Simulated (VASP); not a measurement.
# In (P6_3/mmc) in VASP: further runs

Runs on In. Level: LDA. Tasks: single point.

Everything below comes from runs of VASP 6.6.1. Logs are shortened: lines on timing, memory, paths and dates and some standing lists are left out, and cuts for length are marked.

## 1. The cell of the first run

The structure is hexagonal, space group P6_3/mmc (No. 194). The conventional cell has a = 3.229 Å, b = 3.229 Å, c = 5.257 Å, α = 90.00°, β = 90.00°, γ = 120.00°. Within 4.2 Å of In (site symmetry -6m2) lie 12 In at 3.22 to 3.23 Å.

This isn't the form of In at room conditions, which is tetragonal.

## 2. Single point, LDA (23.74 Å³/atom)

INCAR

```
SYSTEM = In
PREC = Accurate ; ENCUT = 520
EDIFF = 1E-6 ; ISMEAR = -1
SIGMA = 0.1 ; LREAL = .False.
LASPH = .True. ; NELM = 80
ALGO = Normal ; ISIF = 2
LWAVE = .False. ; LCHARG = .False.
GGA = CA ; NBANDS = 20
```

KPOINTS

```
regular mesh
0
Gamma
  12 12 7
  0 0 0
```

POSCAR

```
In
1.0
    3.2290950980      0.0000000000      0.0000000000
   -1.6145475490      2.7964783861      0.0000000000
    0.0000000000      0.0000000000      5.2571786912
In
2
Direct
    0.3333333333      0.6666666667      0.2500000000
    0.6666666667      0.3333333333      0.7500000000
```

Potentials or basis: VASP PAW LDA potentials, release 64 (In_d).

Run with:

```console
$ cat potpaw_LDA.64/In_d/POTCAR > POTCAR
$ mpirun -np 1 vasp_std > vasp.out
```

OUTCAR:

```text
SYSTEM = In
   PREC = Accurate
   ENCUT = 520
   EDIFF = 1E-6
   ISMEAR = -1
   LREAL = .False.
   LASPH = .True.
   NELM = 80
   ISIF = 2
   GGA = CA

 ion  position               nearest neighbor table
   1  0.333  0.667  0.250-   2 3.22   2 3.22   2 3.22   2 3.22   2 3.22   2 3.22
   2  0.667  0.333  0.750-   1 3.22   1 3.22   1 3.22   1 3.22   1 3.22   1 3.22

  LATTYP: Found a hexagonal cell.
 ALAT       =     3.2290950980
 C/A-ratio  =     1.6280656133

  Lattice vectors:

 A1 = (   3.2290950980,   0.0000000000,   0.0000000000)
 A2 = (  -1.6145475490,   2.7964783861,   0.0000000000)
 A3 = (   0.0000000000,   0.0000000000,   5.2571786912)

Analysis of symmetry for initial positions (statically):
=====================================================================
 Subroutine PRICEL returns:
 Original cell was already a primitive cell.

 Routine SETGRP: Setting up the symmetry group for a
 hexagonal supercell.

 Subroutine GETGRP returns: Found 24 space group operations
 (whereof 12 operations were pure point group operations)
 out of a pool of 24 trial point group operations.

The static configuration has the point symmetry D_3d.
 The point group associated with its full space group is D_6h.

Analysis of symmetry for dynamics (positions and initial velocities):
=====================================================================
 Subroutine PRICEL returns:
 Original cell was already a primitive cell.

 Routine SETGRP: Setting up the symmetry group for a
 hexagonal supercell.

 Subroutine GETGRP returns: Found 24 space group operations
 (whereof 12 operations were pure point group operations)
 out of a pool of 24 trial point group operations.

The dynamic configuration has the point symmetry D_3d.
 The point group associated with its full space group is D_6h.

 Subroutine INISYM returns: Found 24 space group operations
 (whereof 12 operations are pure point group operations),
 and found     1 'primitive' translations

----------------------------------------------------------------------------------------

                                     Primitive cell

  volume of cell :      47.4728

  direct lattice vectors                    reciprocal lattice vectors
     3.229095098  0.000000000  0.000000000     0.309684283  0.178796304  0.000000000
    -1.614547549  2.796478386  0.000000000     0.000000000  0.357592608  0.000000000
     0.000000000  0.000000000  5.257178691     0.000000000  0.000000000  0.190216095

  length of vectors
     3.229095098  3.229095098  5.257178691     0.357592608  0.357592608  0.190216095

  position of ions in fractional coordinates (direct lattice)
     0.333333333  0.666666667  0.250000000
     0.666666667  0.333333333  0.750000000

  ion indices of the primitive-cell ions
   primitive index   ion index
                 1           1
                 2           2

----------------------------------------------------------------------------------------

 KPOINTS: regular mesh

Automatic generation of k-mesh.
 Grid dimensions read from file:
 generate k-points for:   12   12    7

 Generating k-lattice:

  Cartesian coordinates                     Fractional coordinates (reciprocal lattice)
     0.025807024  0.014899692  0.000000000     0.083333333  0.000000000  0.000000000
     0.000000000  0.029799384  0.000000000     0.000000000  0.083333333  0.000000000
     0.000000000  0.000000000  0.027173728     0.000000000  0.000000000  0.142857143

  Length of vectors
     0.029799384  0.029799384  0.027173728

  Shift w.r.t. Gamma in fractional coordinates (k-lattice)
     0.000000000  0.000000000  0.000000000

 Subroutine IBZKPT returns following result:
 ===========================================

 Found     76 irreducible k-points:

 Following reciprocal coordinates:
            Coordinates               Weight
  0.000000  0.000000  0.000000      1.000000
  0.083333  0.000000  0.000000      6.000000
  0.166667 -0.000000  0.000000      6.000000
  0.250000 -0.000000  0.000000      6.000000
  0.333333 -0.000000  0.000000      6.000000
  0.416667  0.000000  0.000000      6.000000
[... 16 lines left out ...]
  0.250000 -0.000000  0.142857     12.000000
  0.333333 -0.000000  0.142857     12.000000
 [... further k-points ...]
   k-points           NKPTS =     76   k-points in BZ     NKDIM =     76   number of bands    NBANDS=     20
   number of dos      NEDOS =    301   number of ions     NIONS =      2
   total plane-waves  NPLWV =  23040
   dimension x,y,z NGX =    24 NGY =   24 NGZ =   40
   dimension x,y,z NGXF=    48 NGYF=   48 NGZF=   80
   ions per type =               2
   NGX,Y,Z   is equivalent  to a cutoff of  12.36, 12.36, 12.65 a.u.
   NGXF,Y,Z  is equivalent  to a cutoff of  24.71, 24.71, 25.30 a.u.
 SYSTEM =  In
   PREC   = accura    normal or accurate (medium, high low for compatibility)
   ISTART =      0    job   : 0-new  1-cont  2-samecut
   ICHARG =      2    charge: 1-file 2-atom 10-const
[... 73 lines left out ...]
  band No.  band energies     occupation
      1      -6.3903      2.00000
      2      -6.3006      2.00000
      3      -6.2352      2.00000
      4      -6.2287      2.00000
      5      -6.2131      2.00000
      6      -6.1901      2.00000
[... 12 lines left out ...]
     19      20.3483      0.00000
     20      20.8568      0.00000

 k-point     3 :       0.1667   -0.0000    0.0000
  band No.  band energies     occupation
      1      -6.3949      2.00000
      2      -6.2917      2.00000
      3      -6.2303      2.00000
      4      -6.1992      2.00000
      5      -6.1802      2.00000
      6      -6.1658      2.00000
[... 12 lines left out ...]
     19      19.9308      0.00000
     20      20.8593      0.00000

 k-point     4 :       0.2500   -0.0000    0.0000
  band No.  band energies     occupation
      1      -6.4449      2.00000
      2      -6.2795      2.00000
      3      -6.2666      2.00000
      4      -6.2151      2.00000
      5      -6.2071      2.00000
      6      -6.0802      2.00000
[... 12 lines left out ...]
     19      19.0212      0.00000
     20      20.2798      0.00000

 k-point     5 :       0.3333   -0.0000    0.0000
  band No.  band energies     occupation
      1      -6.4999      2.00000
      2      -6.3411      2.00000
      3      -6.3061      2.00000
      4      -6.2475      2.00000
      5      -6.1500      2.00000
      6      -6.0744      2.00000
[... 12 lines left out ...]
     19      18.1543      0.00000
     20      19.5575      0.00000

 k-point     6 :       0.4167    0.0000    0.0000
  band No.  band energies     occupation
      1      -6.5400      2.00000
      2      -6.3981      2.00000
      3      -6.3307      2.00000
      4      -6.2700      2.00000
      5      -6.1078      2.00000
      6      -6.1055      2.00000
[... 12 lines left out ...]
     19      17.5843      0.00000
     20      19.1110      0.00000

 k-point     7 :       0.5000   -0.0000    0.0000
  band No.  band energies     occupation
      1      -6.5546      2.00000
      2      -6.4192      2.00000
      3      -6.3403      2.00000
      4      -6.2781      2.00000
      5      -6.1161      2.00000
      6      -6.0927      2.00000
[... 12 lines left out ...]
     19      17.3874      0.00000
     20      18.9609      0.00000
[... 277 lines left out ...]
 k-point    20 :       0.0000    0.0000    0.1429
  band No.  band energies     occupation
      1      -6.3953      2.00000
      2      -6.2913      2.00000
      3      -6.2665      2.00000
      4      -6.2665      2.00000
      5      -6.2224      2.00000
      6      -6.2224      2.00000
[... 12 lines left out ...]
     19      19.5977      0.00000
     20      20.2625      0.00000

 k-point    21 :       0.0833    0.0000    0.1429
  band No.  band energies     occupation
      1      -6.3834      2.00000
      2      -6.2983      2.00000
      3      -6.2574      2.00000
      4      -6.2445      2.00000
      5      -6.2224      2.00000
      6      -6.1985      2.00000
[... 12 lines left out ...]
     19      19.6871      0.00000
     20      20.5920      0.00000

 k-point    22 :       0.1667   -0.0000    0.1429
  band No.  band energies     occupation
      1      -6.3902      2.00000
      2      -6.2895      2.00000
      3      -6.2550      2.00000
      4      -6.2175      2.00000
      5      -6.2012      2.00000
      6      -6.1325      2.00000
[... 12 lines left out ...]
     19      19.3388      0.00000
     20      20.4573      0.00000

 k-point    23 :       0.2500   -0.0000    0.1429
  band No.  band energies     occupation
      1      -6.4383      2.00000
      2      -6.3019      2.00000
      3      -6.2789      2.00000
      4      -6.2063      2.00000
      5      -6.1877      2.00000
      6      -6.0932      2.00000
[... 12 lines left out ...]
     19      18.4231      0.00000
     20      19.7938      0.00000

 k-point    24 :       0.3333   -0.0000    0.1429
  band No.  band energies     occupation
      1      -6.4908      2.00000
      2      -6.3647      2.00000
      3      -6.3069      2.00000
      4      -6.2316      2.00000
      5      -6.1450      2.00000
      6      -6.1021      2.00000
[... 12 lines left out ...]
     19      17.6017      0.00000
     20      19.1693      0.00000

 [... further k-points ...]
[... 5 lines left out ...]
  --------------------------------------------------------------------------------------
  -------------------------------------------------------------------------------------
  Total        0.7592935      0.7592935      0.5289402      0.0000000     -0.0000000      0.0000000
  in kB       25.6256703     25.6256703     17.8513949      0.0000000     -0.0000000      0.0000000
  external PRESSURE =      23.0342452 kB  Pullay stress =       0.0000000 kB

 VOLUME and BASIS-vectors are now :
 -----------------------------------------------------------------------------
  energy-cutoff  :      520.00
  volume of cell :       47.47
      direct lattice vectors                 reciprocal lattice vectors
     3.229095098  0.000000000  0.000000000     0.309684283  0.178796304  0.000000000
    -1.614547549  2.796478386  0.000000000     0.000000000  0.357592608  0.000000000
     0.000000000  0.000000000  5.257178691     0.000000000  0.000000000  0.190216095

 POSITION                                       TOTAL-FORCE (eV/Angst)
 -----------------------------------------------------------------------------------
     -0.00000      1.86432      1.31429         0.000000     -0.000000      0.000000
      1.61455      0.93216      3.94288        -0.000000      0.000000      0.000000
 -----------------------------------------------------------------------------------
    total drift:                                0.000000     -0.000000      0.000000

  FREE ENERGIE OF THE ION-ELECTRON SYSTEM (eV)
  ---------------------------------------------------
  free  energy   TOTEN  =        -6.4144829751 eV

  energy  without entropy=       -6.3899131144  energy(sigma->0) =       -6.40219804
```

Wall time 53 s (1 thread of Intel Xeon 8259CL, shared host); peak memory 0.18 GiB.

Results:

* Free energy: -6.4145 eV
* Pressure: 2.3 GPa
* Band gap on the k mesh: zero (bands 13 and 14 overlap by 5.45 eV)

Levels at points of the mesh, in eV from the Fermi level:
| k point | band 10 | band 11 | band 12 | band 13 | band 14 | band 15 | band 16 | band 17 |
| --- | --- | --- | --- | --- | --- | --- | --- | --- |
| (0.00, 0.00, 0.00) | -14.29 | -10.30 | -4.41 | -3.81 | 8.87 | 8.87 | 10.89 | 10.89 |
| (0.50, 0.00, 0.00) | -14.24 | -5.16 | -4.56 | 0.41 | 0.47 | 0.85 | 3.09 | 4.14 |

Caveat: spin-orbit coupling is left out, which moves the levels of the heavy elements.

## 3. Single point, LDA (24.73 Å³/atom)

This run uses another cell than the first one, of 24.73 Å³/atom.

INCAR

```
SYSTEM = In
PREC     = Accurate       ! precision mode
ENCUT    = 520            ! plane-wave cutoff, eV
EDIFF    = 1E-6           ! SCF threshold, eV
ISMEAR   = -1             ! smearing method
SIGMA    = 0.1            ! smearing width, eV
LREAL    = .False.        ! projectors in reciprocal space
LASPH    = .True.         ! aspherical terms in the spheres
NELM     = 80             ! most SCF steps
ALGO     = Normal         ! electronic algorithm
ISIF     = 2              ! what is computed and relaxed
LWAVE    = .False.        ! write WAVECAR
LCHARG   = .False.        ! write CHGCAR
GGA      = CA             ! functional
NBANDS   = 20             ! bands
```

KPOINTS

```
Automatic mesh
0
Gamma
  12 12 7
  0 0 0
```

POSCAR

```
In
1.0
    3.2733347749      0.0000000000      0.0000000000
   -1.6366673874      2.8347910701      0.0000000000
    0.0000000000      0.0000000000      5.3292037878
In
2
Direct
    0.3333333333      0.6666666667      0.2500000000
    0.6666666667      0.3333333333      0.7500000000
```

Potentials or basis: VASP PAW LDA potentials, release 64 (In_d).

Run with:

```console
$ cat potpaw_LDA.64/In_d/POTCAR > POTCAR
$ mpirun -np 1 vasp_std > vasp.out
```

It took 56 s on 1 thread of Intel Xeon 8259CL, shared host; peak memory 0.18 GiB.

Results (log left out):

```
Free energy            : -6.4293 eV
Pressure               : 0.1 GPa
Band gap on the k mesh : zero (bands 13 and 14 overlap by 5.24 eV)
```

Stress tensor (GPa, compression positive):
```
 0.34  0.00  0.00
 0.00  0.34  0.00
 0.00  0.00 -0.45
```

Levels at points of the mesh, in eV from the Fermi level:
```csv
k point,band 11,band 12,band 13,band 14,band 15,band 16
"(0.00, 0.00, 0.00)",-9.98,-4.39,-3.61,8.58,8.58,10.55
"(0.50, 0.00, 0.00)",-5.07,-4.40,0.33,0.41,0.87,3.05
```

Caveat: spin-orbit coupling is left out, which moves the levels of the heavy elements.

## 4. Single point, LDA (25.71 Å³/atom)

This run uses another cell than the first one, of 25.71 Å³/atom.

INCAR

```
  ALGO = Normal
  EDIFF = 1E-6
  ENCUT = 520
  GGA = CA
  ISIF = 2
  ISMEAR = -1
  LASPH = True
  LCHARG = True
  LELF = True
  LREAL = False
  LVHAR = True
  LWAVE = False
  NBANDS = 20
  NELM = 100
  PREC = Accurate
  SIGMA = 0.1
```

KPOINTS

```
k-points
0
Gamma
  12 12 7
```

POSCAR

```
In
1.0
    3.3164099090      0.0000000000      0.0000000000
   -1.6582049545      2.8720952306      0.0000000000
    0.0000000000      0.0000000000      5.3993329325
In
2
Direct
    0.3333333333      0.6666666667      0.2500000000
    0.6666666667      0.3333333333      0.7500000000
```

Run with:

```console
$ cat potpaw_LDA.64/In_d/POTCAR > POTCAR
$ mpirun -np 1 vasp_std > vasp.out
```

Wall time 95 s (1 thread of Intel Xeon 8259CL, shared host); peak memory 0.19 GiB.

The run converged. Its results:

- Free energy: -6.4196 eV
- Pressure: -1.7 GPa
- Band gap on the k mesh: zero (bands 13 and 14 overlap by 5.04 eV)

Stress tensor (GPa, compression positive):
```
-1.39  0.00  0.00
 0.00 -1.39  0.00
 0.00  0.00 -2.18
```

Levels at points of the mesh, in eV from the Fermi level:
| k point | band 11 | band 12 | band 13 | band 14 | band 15 | band 16 |
| --- | --- | --- | --- | --- | --- | --- |
| (0.00, 0.00, 0.00) | -9.70 | -4.37 | -3.43 | 8.31 | 8.31 | 10.22 |
| (0.50, 0.00, 0.00) | -4.99 | -4.26 | 0.20 | 0.41 | 0.89 | 3.01 |

Caveat: spin-orbit coupling is left out, which moves the levels of the heavy elements.

## 5. Single point, LDA (26.70 Å³/atom)

This run uses another cell than the first one, of 26.70 Å³/atom.

INCAR

```
SYSTEM = In
PREC     = Accurate       ! precision mode
ENCUT    = 520            ! plane-wave cutoff, eV
EDIFF    = 1E-7           ! SCF threshold, eV
ISMEAR   = -1             ! smearing method
SIGMA    = 0.1            ! smearing width, eV
LREAL    = .FALSE.        ! projectors in reciprocal space
LASPH    = .TRUE.         ! aspherical terms in the spheres
NELM     = 80             ! most SCF steps
ALGO     = Normal         ! electronic algorithm
ISIF     = 2              ! what is computed and relaxed
LWAVE    = .FALSE.        ! write WAVECAR
LCHARG   = .TRUE.         ! write CHGCAR
LELF     = .TRUE.         ! ELF
LVHAR    = .TRUE.       
NBANDS   = 20             ! bands
```

KPOINTS

```
Automatic mesh
0
G
  12 12 7
  0 0 0
```

POSCAR

```
In
1.0
    3.3583942383      0.0000000000      0.0000000000
   -1.6791971191      2.9084547263      0.0000000000
    0.0000000000      0.0000000000      5.4676861753
In
2
Direct
    0.3333333333      0.6666666667      0.2500000000
    0.6666666667      0.3333333333      0.7500000000
```

Run with:

```console
$ cat potpaw_LDA.64/In_d/POTCAR > POTCAR
$ mpirun -np 1 vasp_std > vasp.out
```

Wall time 1.7 min (1 thread of Intel Xeon 8259CL, shared host); peak memory 0.19 GiB.

The run converged. Its results:

- Free energy: -6.3910 eV
- Pressure: -3.0 GPa
- Band gap on the k mesh: zero (bands 13 and 14 overlap by 4.84 eV)

Stress tensor (GPa, compression positive):
```
-2.80  0.00  0.00
 0.00 -2.80  0.00
 0.00  0.00 -3.55
```

Levels at points of the mesh, in eV from the Fermi level:
| k point | band 10 | band 11 | band 12 | band 13 | band 14 | band 15 | band 16 | band 17 |
| --- | --- | --- | --- | --- | --- | --- | --- | --- |
| (0.00, 0.00, 0.00) | -14.23 | -9.43 | -4.34 | -3.26 | 8.05 | 8.05 | 9.91 | 9.91 |
| (0.50, 0.00, 0.00) | -14.19 | -4.91 | -4.13 | 0.08 | 0.41 | 0.91 | 2.98 | 3.91 |

Caveat: the cell stands under tension; spin-orbit coupling is left out, which moves the levels of the heavy elements.

## 6. Single point, LDA (27.69 Å³/atom)

This run uses another cell than the first one, of 27.69 Å³/atom.

INCAR

```
PREC = Accurate
ENCUT = 520
EDIFF = 1E-6
ISMEAR = -1
SIGMA = 0.1
LREAL = False
LASPH = True
NELM = 100
ALGO = Normal
ISIF = 2
LWAVE = False
LCHARG = False
GGA = CA
NBANDS = 20
```

KPOINTS

```
Automatic mesh
0
Gamma
  12 12 7
```

POSCAR

```
In
1.0
    3.3993543024      0.0000000000      0.0000000000
   -1.6996771512      2.9439271823      0.0000000000
    0.0000000000      0.0000000000      5.5343718472
In
2
Direct
    0.3333333333      0.6666666667      0.2500000000
    0.6666666667      0.3333333333      0.7500000000
```

Potentials or basis: VASP PAW LDA potentials, release 64 (In_d).

Run with:

```console
$ cat potpaw_LDA.64/In_d/POTCAR > POTCAR
$ mpirun -np 1 vasp_std > vasp.out
```

Wall time 97 s (1 thread of Intel Xeon 8259CL, shared host); peak memory 0.19 GiB.

The run converged. Its results:

| Item | Value |
| --- | --- |
| Free energy | -6.3476 eV |
| Pressure | -4.0 GPa |
| Band gap on the k mesh | zero (bands 13 and 14 overlap by 4.64 eV) |

Stress tensor (GPa, compression positive):
```
-3.80  0.00  0.00
 0.00 -3.80  0.00
 0.00  0.00 -4.49
```

Levels at points of the mesh, in eV from the Fermi level:
| k point | band 9 | band 10 | band 11 | band 12 | band 13 | band 14 | band 15 | band 16 | band 17 | band 18 |
| --- | --- | --- | --- | --- | --- | --- | --- | --- | --- | --- |
| (0.00, 0.00, 0.00) | -14.22 | -14.22 | -9.18 | -4.32 | -3.10 | 7.81 | 7.81 | 9.61 | 9.61 | 10.15 |
| (0.50, 0.00, 0.00) | -14.20 | -14.19 | -4.84 | -4.02 | -0.02 | 0.40 | 0.93 | 2.94 | 3.84 | 7.33 |

Caveat: the cell stands under tension; spin-orbit coupling is left out, which moves the levels of the heavy elements.

## 7. Overview

```csv
cell,gap on the mesh (eV),pressure (GPa)
"a = 3.229, b = 3.229, c = 5.257 Å, angles 90.0, 90.0, 120.0°, 2 atoms",none,2.3
"a = 3.273, b = 3.273, c = 5.329 Å, angles 90.0, 90.0, 120.0°, 2 atoms",none,0.1
"a = 3.316, b = 3.316, c = 5.399 Å, angles 90.0, 90.0, 120.0°, 2 atoms",none,-1.7
"a = 3.358, b = 3.358, c = 5.468 Å, angles 90.0, 90.0, 120.0°, 2 atoms",none,-3.0
"a = 3.399, b = 3.399, c = 5.534 Å, angles 90.0, 90.0, 120.0°, 2 atoms",none,-4.0
```

Alike in all rows: task single point; level LDA; potentials or basis VASP PAW LDA potentials, release 64 (In_d); no spin polarisation; k mesh 12 × 12 × 7; cutoff (eV) 520; smearing fermi-dirac 0.1 eV.

Caveats: spin-orbit coupling is left out, which moves the levels of the heavy elements; the cell stands under tension (at least some runs).

Absolute energies hang on the potentials; compare differences alone.
